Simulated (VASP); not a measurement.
A run of VASP 6.6.1 is set up as follows.

Contents of INCAR:

```
SYSTEM = C
PREC = Accurate
ENCUT = 520
EDIFF = 1E-6
ISMEAR = 0
SIGMA = 0.05
LREAL = .False.
LASPH = .True.
NELM = 60
ALGO = Normal
ISIF = 2
LWAVE = .False.
LCHARG = .False.
GGA = PE
NBANDS = 26
```

Contents of KPOINTS:

```
Automatic mesh
0
Gamma
  18 18 6
  0 0 0
```

The input POSCAR:

```
C
1.0
    2.5221000000      0.0000000000      0.0000000000
   -1.2610500000      2.1842026700      0.0000000000
    0.0000000000      0.0000000000      8.2371000000
C
8
Direct
    0.0000000000      0.0000000000      0.0937500000
    0.0000000000      0.0000000000      0.5937500000
    0.0000000000      0.0000000000      0.4062500000
    0.0000000000      0.0000000000      0.9062500000
    0.3333333300      0.6666666700      0.1562500000
    0.6666666700      0.3333333300      0.6562500000
    0.3333333300      0.6666666700      0.3437500000
    0.6666666700      0.3333333300      0.8437500000
```

Potentials or basis: VASP PAW PBE potentials, release 64 (C).

Command:

```console
$ cat potpaw_PBE.64/C/POTCAR > POTCAR
$ mpirun -np 1 vasp_std > vasp.out
```

**Question.** What does it give for the band gap on the k mesh?

**Answer.** 4.42 eV, indirect (least direct gap 5.18 eV).

**Question.** What does it give for the largest force?

**Answer.** 0.329 eV/Å.

Stress tensor (GPa, compression positive):
```
-1.17  0.00  0.00
 0.00 -1.17  0.00
 0.00  0.00 11.13
```

A k mesh can miss the band edges.
